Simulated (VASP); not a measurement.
A run of VASP 6.6.1 is set up as follows.

File INCAR:

```
PREC = Accurate
ENCUT = 520
EDIFF = 1E-7
ISMEAR = 0
SIGMA = 0.15
LREAL = F
LASPH = T
NELM = 100
ALGO = Fast
ISIF = 2
LWAVE = F
LCHARG = T
GGA = PE
LELF = T
LVHAR = T
NBANDS = 16
```

The input KPOINTS:

```
Automatic mesh
0
Gamma
  18 18 10
```

File POSCAR:

```
Ir
1.0
    2.6837000000      0.0000000000      0.0000000000
   -1.3418500000      2.3241523762      0.0000000000
    0.0000000000      0.0000000000      4.3045000000
Ir
2
Direct
    0.6666666667      0.3333333333      0.7500000000
    0.3333333333      0.6666666667      0.2500000000
```

Potentials or basis: VASP PAW PBE potentials, release 64 (Ir).

Launch:

```sh
$ cat potpaw_PBE.64/Ir/POTCAR > POTCAR
$ mpirun -np 1 vasp_std > vasp.out
```

(1) What does it give for the band gap on the k mesh?

(2) What does it give for the pressure?

## Answers

(1) zero (band 9 reaches 12.62 eV, above the bottom of band 10 at 8.92 eV).

(2) 35.6 GPa.

Caveat: spin-orbit coupling is left out, which moves the levels of the heavy elements.
